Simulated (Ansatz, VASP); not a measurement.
**Two plane-wave programs on SnSe**

File INCAR:

```
ALGO = Normal ; EDIFF = 1E-6
ENCUT = 520 ; ISIF = 2
ISMEAR = 0 ; LASPH = T
LCHARG = T ; LELF = T
LREAL = F ; LVHAR = T
LWAVE = F ; NBANDS = 28
NELM = 80 ; PREC = Accurate
SIGMA = 0.05
```

Contents of KPOINTS:

```
k-points
0
Gamma
  8 8 6
```

The input POSCAR:

```
SnSe
1.0
    2.1550000000     -5.8525000000     -0.0438937500
    2.1550000000      5.8525000000      0.0438937500
    0.0000000000      0.0323850000      4.3180000000
Sn Se
2 2
Direct
    0.8800000000      0.1200000000      0.2500000000
    0.1200000000      0.8800000000      0.7500000000
    0.6440000000      0.3560000000      0.2500000000
    0.3560000000      0.6440000000      0.7500000000
```

Input for Ansatz:

```yaml
crystal:
  lattice:
    - [2.155, -5.8525, -0.04389375]
    - [2.155, 5.8525, 0.04389375]
    - [0.0, 0.032385, 4.318]
  atoms:
    - { symbol: Sn, position: [0.88, 0.12, 0.25] }
    - { symbol: Sn, position: [0.12, 0.88, 0.75] }
    - { symbol: Se, position: [0.644, 0.356, 0.25] }
    - { symbol: Se, position: [0.356, 0.644, 0.75] }
basis:
  ecutwfc: 420
kpoints:
  mp_grid: { grid: [8, 8, 6] }
hamiltonian:
  xc: lda
scf:
  occupations: { method: gaussian, width: 0.05 }
output:
  forces: true
  stress: true
  eigenvalues: true
```

Change from the starting cell: strain +0.0150 x Voigt [0, 0, 0, 1, 0, 0], atoms carried along.

Alike in both runs: task single point; functional LDA; k mesh 8 × 8 × 6; occupations gaussian, width 0.05 eV; no spin polarisation.

|  | VASP | Ansatz |
| --- | --- | --- |
| version | VASP 6.6.1 | Ansatz 0.2.0 |
| potentials or method | VASP PAW LDA potentials, release 64 (Sn_d, Se), cutoff 520 eV | scalar-relativistic, plane waves, PAW |
| valence electrons in the cell | 40 | 60 |

Ansatz gave:

- gap on the k mesh at the Fermi level (eV): 0.26
- least direct gap on the mesh (eV): 0.26
- pressure (GPa): -4.7
- traceless stress, the component that is largest in VASP (GPa): 0.65
- rms of the force components (eV/Å): 0.185

Which values does VASP return?

gap on the k mesh at the Fermi level (eV): 0.25; least direct gap on the mesh (eV): 0.26; pressure (GPa): -4.6; traceless stress, the component that is largest in VASP (GPa): 0.67; rms of the force components (eV/Å): 0.175.

LDA's correlation is that of Perdew and Zunger in VASP and of Perdew and Wang (1992) in Ansatz. Atom by atom the forces differ by 0.010 eV/Å (rms over components). VASP's potentials hold 40 valence electrons a cell and Ansatz's 60, so a difference there can come from the potentials and not from the codes.
